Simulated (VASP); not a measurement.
Write the native input for VASP 6.6.1 that does the following.

| Quantity | Value |
| --- | --- |
| Task | single point |
| Functional | PBEsol |
| Potentials or basis | VASP PAW PBE potentials, release 64 (Ti_sv) |
| Cutoff | 520 eV |
| k mesh | 24 × 24 × 12 |
| Occupations | gaussian, width 0.1 eV |
| Spin | no spin polarisation |
| Dipole correction | no |
| Further INCAR settings | ALGO = Fast; EDIFF = 1e-06; NBANDS = 19 |

The structure of Ti lies in POSCAR:

```
Ti
1.0
    2.9294395523      0.0000000000      0.0000000000
   -1.4647197762      2.5369690712      0.0000000000
    0.0000000000      0.0000000000      4.5531686961
Ti
2
Direct
    0.3333333333      0.6666666667      0.2500000000
    0.6666666667      0.3333333333      0.7500000000
```

This cell differs from its parent crystal: biaxial strain in the a-b plane: +1.0 %, then relaxed in part.

The input as run:

INCAR

```
SYSTEM = Ti
ALGO     = Fast           ! electronic algorithm
EDIFF    = 1E-6           ! SCF threshold, eV
ENCUT    = 520            ! plane-wave cutoff, eV
GGA      = PS             ! functional
ISIF     = 2              ! what is computed and relaxed
ISMEAR   = 0              ! smearing method
LASPH    = .True.         ! aspherical terms in the spheres
LCHARG   = .False.        ! write CHGCAR
LREAL    = .False.        ! projectors in reciprocal space
LWAVE    = .False.        ! write WAVECAR
NBANDS   = 19             ! bands
NELM     = 60             ! most SCF steps
PREC     = Accurate       ! precision mode
SIGMA    = 0.1            ! smearing width, eV
```

KPOINTS

```
k-points
0
Gamma
  24 24 12
  0 0 0
```

Potentials or basis: VASP PAW PBE potentials, release 64 (Ti_sv).

The run is started by

```bash
$ cat potpaw_PBE.64/Ti_sv/POTCAR > POTCAR
$ mpirun -np 1 vasp_std > vasp.out
```

Results of the run:

```
Pressure               : -1.8 GPa
Band gap on the k mesh : zero (bands 12 and 13 overlap by 1.15 eV)
```

Caveat: the cell differs from its parent crystal (biaxial strain in the a-b plane: +1.0 %, then relaxed in part); the PAW data sets were made with another functional, which shifts forces and pressure a little.

It took 7.3 min on 1 thread of AMD EPYC 9R45 96-Core Processor (Zen 5) (shared host), peak memory 0.3 GiB.
